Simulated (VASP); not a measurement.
Write the native input for VASP 6.6.1 that does the following.

```
Task                   : single point
Functional             : LDA
Potentials or basis    : VASP PAW LDA potentials, release 64 (Sc_sv, Al)
Cutoff                 : 520 eV
k mesh                 : 10 × 10 × 10
Occupations            : gaussian, width 0.1 eV
Spin                   : no spin polarisation
Dipole correction      : no
Further INCAR settings : ALGO = Normal; EDIFF = 1e-06; NBANDS = 18
```

The structure of ScAl3 (lda) lies in POSCAR:

```
ScAl3
1.0
    4.0312401869      0.0000000000      0.0000000000
    0.0000000000      4.0312401869      0.0000000000
    0.0000000000      0.0000000000      4.0312401869
Sc Al
1 3
Direct
    0.0000000000      0.0000000000      0.0000000000
    0.5000000000      0.0000000000      0.5000000000
    0.0000000000      0.5000000000      0.5000000000
    0.5000000000      0.5000000000      0.0000000000
```

One way to write it, as run:

INCAR

```
SYSTEM = ScAl3
PREC = Accurate ; ENCUT = 520
EDIFF = 1E-6 ; ISMEAR = 0
SIGMA = 0.1 ; LREAL = .False.
LASPH = .True. ; NELM = 100
ALGO = Normal ; ISIF = 2
LWAVE = .False. ; LCHARG = .False.
GGA = CA ; NBANDS = 18
```

KPOINTS

```
regular mesh
0
Gamma
  10 10 10
  0 0 0
```

Potentials or basis: VASP PAW LDA potentials, release 64 (Sc_sv, Al).

The run is started by

```console
$ cat potpaw_LDA.64/Sc_sv/POTCAR potpaw_LDA.64/Al/POTCAR > POTCAR
$ mpirun -np 1 vasp_std > vasp.out
```

It gave:

```yaml
Pressure: 0.1 GPa
Band_gap_on_the_k_mesh: zero (band 10 reaches 8.46 eV, above the bottom of band 11 at 4.51 eV)
```

It took 89 s on 1 thread of AMD EPYC 7R13 Processor (Zen 3), with other jobs on the host, peak memory 0.15 GiB.
